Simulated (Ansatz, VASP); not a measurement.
**One calculation of Sb, two programs**

```
CELL_PARAMETERS angstrom
-1.89179 1.89179 1.89179
1.89179 -1.89179 1.89179
1.89179 1.89179 -1.89179
ATOMIC_POSITIONS crystal
Sb 0.00000 0.00000 0.00000
```

Alike in both runs: functional r2SCAN; k mesh 10 × 10 × 10; occupations gaussian, width 0.1 eV; no spin polarisation.

Ansatz relaxed the structure, and its values are those at the end. VASP's run is a single point on that final structure, the one shown.

|  | VASP | Ansatz |
| --- | --- | --- |
| version | VASP 6.6.1 | Ansatz 0.2.0 |
| potentials or method | VASP PAW PBE potentials, release 64 (Sb), cutoff 520 eV | scalar-relativistic, plane waves, PAW |
| valence electrons in the cell | 5 | 15 |

Ansatz gave:

| Quantity | Value |
| --- | --- |
| gap on the k mesh at the Fermi level (eV) | none |
| pressure (GPa) | 0.3 |

Which values does VASP return?

gap on the k mesh at the Fermi level (eV): none; pressure (GPa): 0.2.

VASP's potentials were made for PBE, not for r2SCAN. A gap of «none» marks a metal or a gap that the smearing closes. VASP's potentials hold 5 valence electrons a cell and Ansatz's 15, so a difference there can come from the potentials and not from the codes.

Neither program's run includes spin-orbit coupling.
